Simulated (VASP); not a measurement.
TiO2:

```
Ti O
1.0
     3.36716    0.00000    0.00000
     0.00000    3.36716    0.00000
     0.00000    0.00000    5.20516
Ti O
2 4
Direct
  0.00000 0.00000 0.00000
  0.50000 0.50000 0.50000
  0.00000 0.50000 0.33736
  0.00000 0.50000 0.83736
  0.50000 0.00000 0.66264
  0.50000 0.00000 0.16264
```

Base run:

- Program: VASP 6.6.1
- Functional: r2SCAN
- Potentials or basis: VASP PAW PBE potentials, release 64 (Ti_sv, O)
- Cutoff: 520 eV
- k mesh: 8 × 8 × 6
- Occupations: gaussian, width 0.01 eV
- Spin: no spin polarisation

Its results: band gap on the k mesh 2.95 eV (least direct gap 2.98 eV); pressure 1.5 GPa; largest force 0.098 eV/Å.

Problem. The run is repeated on the same cell with these changes: functional from r2SCAN to PBE; occupations from gaussian, width 0.01 eV to fermi-dirac, width 0.02 eV. What comes out?

Solution. Band gap on the k mesh 2.52 eV (least direct gap 2.55 eV); pressure 6.4 GPa; largest force 0.136 eV/Å.

Caveats: the PAW data sets were made with another functional, which shifts forces and pressure a little (at least some runs); the cell stands under pressure (at least some runs).

A k mesh can miss the band edges.
